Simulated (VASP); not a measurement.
Set up this calculation in VASP 6.6.1, as the native input.

```
Task                   : single point
Functional             : PBEsol
Potentials or basis    : VASP PAW PBE potentials, release 64 (Ga_d, N)
Cutoff                 : 520 eV
k mesh                 : 10 × 10 × 10
Occupations            : gaussian, width 0.01 eV
Spin                   : no spin polarisation
Dipole correction      : no
Further INCAR settings : ALGO = Normal; EDIFF = 1e-06; NBANDS = 16
```

The structure of GaN lies in POSCAR:

```
GaN
1.0
    0.0000000000      2.1982346468      2.1982346468
    2.1982346468      0.0000000000      2.1982346468
    2.1982346468      2.1982346468      0.0000000000
Ga N
1 1
Direct
    0.0000000000      0.0000000000      0.0000000000
    0.2500000000      0.2500000000      0.2500000000
```

One way to write it, as run:

INCAR

```
SYSTEM = GaN
PREC = Accurate ; ENCUT = 520
EDIFF = 1E-6 ; ISMEAR = 0
SIGMA = 0.01 ; LREAL = .FALSE.
LASPH = .TRUE. ; NELM = 100
ALGO = Normal ; ISIF = 2
LWAVE = .FALSE. ; LCHARG = .FALSE.
GGA = PS ; NBANDS = 16
```

KPOINTS

```
Automatic mesh
0
G
  10 10 10
  0 0 0
```

Potentials or basis: VASP PAW PBE potentials, release 64 (Ga_d, N).

Run with:

```console
$ cat potpaw_PBE.64/Ga_d/POTCAR potpaw_PBE.64/N/POTCAR > POTCAR
$ mpirun -np 1 vasp_std > vasp.out
```

Results of the run:

```json
{"Pressure": "14.7 GPa", "Band gap on the k mesh": "2.16 eV"}
```

Caveat: the cell stands under pressure; the PAW data sets were made with another functional, which shifts forces and pressure a little.

It took 12 s on 1 thread of Intel Xeon 8259CL (shared host), peak memory 0.14 GiB.
